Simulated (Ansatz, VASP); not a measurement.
**Pt: VASP beside Ansatz**

INCAR

```
AGGAC    = 1.0          
AGGAX    = 1.0          
ALDAC    = 0.0          
ALDAX    = 1.0          
ALGO     = Normal         # electronic algorithm
EDIFF    = 1E-7           # SCF threshold, eV
ENCUT    = 520            # plane-wave cutoff, eV
GGA      = B5             # functional
ISIF     = 2              # what is computed and relaxed
ISMEAR   = -1             # smearing method
LASPH    = True           # aspherical terms in the spheres
LCHARG   = True           # write CHGCAR
LELF     = True           # ELF
LREAL    = False          # projectors in reciprocal space
LVHAR    = True         
LWAVE    = False          # write WAVECAR
NBANDS   = 11             # bands
NELM     = 100            # most SCF steps
PREC     = Accurate       # precision mode
SIGMA    = 0.1            # smearing width, eV
```

File KPOINTS:

```
k-points
0
Gamma
  15 15 15
```

POSCAR

```
Pt
1.0
    0.0000000000      1.9609000000      1.9609000000
    1.9609000000      0.0000000000      1.9609000000
    1.9609000000      1.9609000000      0.0000000000
Pt
1
Direct
    0.0000000000      0.0000000000      0.0000000000
```

Input for Ansatz:

```yaml
crystal:
  lattice:
    - [0.0, 1.9609, 1.9609]
    - [1.9609, 0.0, 1.9609]
    - [1.9609, 1.9609, 0.0]
  atoms:
    - { symbol: Pt, position: [0.0, 0.0, 0.0] }
basis:
  ecutwfc: 517.016338673772
kpoints:
  mp_grid:
    grid: [15, 15, 15]
    shift: [0.0, 0.0, 0.0]
hamiltonian:
  xc: blyp
scf:
  occupations:
    method: fermi_dirac
    width: 0.1
output:
  stress: true
```

Alike in both runs: task single point; functional BLYP; k mesh 15 × 15 × 15; occupations fermi-dirac, width 0.1 eV; no spin polarisation.

```csv
,VASP,Ansatz
version,VASP 6.6.1,Ansatz 0.2.0
potentials or method,"VASP PAW PBE potentials, release 64 (Pt), cutoff 520 eV","plane waves, PAW"
valence electrons in the cell,10,18
```

```tsv
	VASP	Ansatz	Ansatz less VASP
pressure (GPa)	27.4	25.8	-1.54
```

VASP's potentials were made for PBE, not for BLYP. The functional is the same, so the differences come from potentials, cutoffs and numerics. VASP's potentials hold 10 valence electrons a cell and Ansatz's 18, so a difference there can come from the potentials and not from the codes.

Spin-orbit coupling is off throughout.
